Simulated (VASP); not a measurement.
# InSe2: single point with r2SCAN

The system is InSe2.

```
In Se
1.0
     3.86073    0.00000    0.00000
     0.00000    3.86073    0.00000
     0.00000    0.00000    9.55184
In Se
2 4
Direct
  0.00000 0.50000 0.70409
  0.50000 0.00000 0.29591
  0.00000 0.50000 0.36368
  0.50000 0.00000 0.63632
  0.00000 0.00000 0.00000
  0.50000 0.50000 0.00000
```

```json
{
  "Program": "VASP 6.6.1",
  "Task": "single point",
  "Functional": "r2SCAN",
  "Potentials or basis": "VASP PAW PBE potentials, release 64 (In_d, Se)",
  "Cutoff": "520 eV",
  "k mesh": "10 × 10 × 4",
  "Occupations": "gaussian, width 0.1 eV",
  "Spin": "no spin polarisation"
}
```

- Pressure: 0.0 GPa
- Largest force: 0.005 eV/Å
- Band gap on the k mesh: zero (bands 25 and 26 overlap by 2.42 eV)

Forces in eV/Å, atoms in the order of the input:
```
In   0.000  0.000 -0.002
In   0.000  0.000  0.002
Se   0.000  0.000  0.005
Se   0.000  0.000 -0.005
Se   0.000  0.000  0.000
Se   0.000  0.000  0.000
```

Levels at points of the mesh, in eV from the Fermi level:
```
           k point  band 23  band 24  band 25  band 26  band 27  band 28
(0.00, 0.00, 0.00)    -2.16    -1.88     0.13     0.43     3.09     3.09
(0.50, 0.00, 0.00)    -1.34    -1.34    -1.29    -1.29     1.93     1.93
(0.50, 0.50, 0.00)    -1.77    -1.77    -1.28    -1.28     2.96     2.96
(0.00, 0.00, 0.50)    -2.09    -1.04     0.13     0.48     2.35     3.09
(0.50, 0.00, 0.50)    -1.31    -1.31    -1.19    -1.19     1.39     1.39
(0.50, 0.50, 0.50)    -1.98    -1.98    -1.68    -1.68     3.79     3.79
```

Run time: 35 min on 1 thread of Oxide Virtual Turin-like Processor (shared host), peak memory 0.39 GiB.

Caveat: the PAW data sets were made with another functional, which shifts forces and pressure a little; spin-orbit coupling is left out, which moves the levels of the heavy elements.
